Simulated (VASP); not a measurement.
A run of VASP 6.6.1 is set up as follows.

Contents of INCAR:

```
PREC = Accurate ; ENCUT = 600
EDIFF = 1E-6 ; ISMEAR = 0
SIGMA = 0.1 ; LREAL = False
LASPH = True ; NELM = 100
ALGO = Normal ; ISIF = 3
LWAVE = False ; LCHARG = False
GGA = PE ; IBRION = 2
NSW = 90 ; EDIFFG = -0.04
```

KPOINTS

```
Automatic mesh
0
Gamma
  6 6 6
```

The input POSCAR:

```
WC
1.0
    0.0000000000      2.3021091000      2.3021091000
    2.3021091000      0.0000000000      2.3021091000
    2.3021091000      2.3021091000      0.0000000000
W C
1 1
Direct
    0.0000000000      0.0000000000      0.0000000000
    0.7500000000      0.7500000000      0.7500000000
```

Potentials or basis: VASP PAW PBE potentials, release 64 (W_sv, C).

Launch:

```console
$ cat potpaw_PBE.64/W_sv/POTCAR potpaw_PBE.64/C/POTCAR > POTCAR
$ mpirun -np 1 vasp_std > vasp.out
```

(1) Estimate the relaxed volume.

(2) What does it give for the relaxed cell?

(3) What does it give for the band gap on the k mesh?

(4) Predict the space group after relaxing (to 0.1 Å).

Results:

(1) 13.01 Å³/atom.

(2) a = 3.326 Å, b = 3.326 Å, c = 3.326 Å, α = 60.00°, β = 60.00°, γ = 60.00°.

(3) zero (bands 9 and 10 overlap by 1.05 eV).

(4) F-43m (No. 216).

Caveat: the k points lie up to 0.39 Å⁻¹ apart in the final cell, too coarse for converged energies and pressures of a metal; spin-orbit coupling is left out, which moves the levels of the heavy elements.
